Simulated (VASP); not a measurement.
A run of VASP 6.6.1 is set up as follows.

INCAR

```
PREC = Accurate ; ENCUT = 600
EDIFF = 1E-6 ; ISMEAR = 0
SIGMA = 0.15 ; LREAL = F
LASPH = T ; NELM = 120
ALGO = Normal ; ISIF = 2
LWAVE = F ; LCHARG = F
GGA = PE ; NBANDS = 31
GGA_COMPAT = F
```

Contents of KPOINTS:

```
regular mesh
0
Gamma
  3 3 1
```

File POSCAR:

```
Be3CdSe4
1.0
    3.8577012531      0.0000000000      0.0000000000
    0.0000000000      3.8577012531      0.0000000000
    0.0000000000      0.0000000000      9.6828786233
Be Cd Se
3 1 4
Direct
    0.5000000000      0.5000000000      0.7346397437
    0.0000000000      0.0000000000      0.5000000000
    0.5000000000      0.5000000000      0.2653602563
    0.0000000000      0.0000000000      0.0000000000
    0.0000000000      0.0000000000      0.2781630170
    0.5000000000      0.5000000000      0.0000000000
    0.0000000000      0.0000000000      0.7218369830
    0.5000000000      0.5000000000      0.5000000000
```

Potentials or basis: VASP PAW PBE potentials, release 64 (Be, Cd, Se).

Launch:

```console
$ cat potpaw_PBE.64/Be/POTCAR potpaw_PBE.64/Cd/POTCAR potpaw_PBE.64/Se/POTCAR > POTCAR
$ mpirun -np 1 vasp_std > vasp.out
```

Task: Estimate the pressure.

Result: 0.3 GPa.

Task: What does it give for the largest force?

Result: 0.042 eV/Å.

Stress tensor (GPa, compression positive):
```
0.28 0.00 0.00
0.00 0.28 0.00
0.00 0.00 0.42
```

Caveat: the k points lie up to 0.65 Å⁻¹ apart.
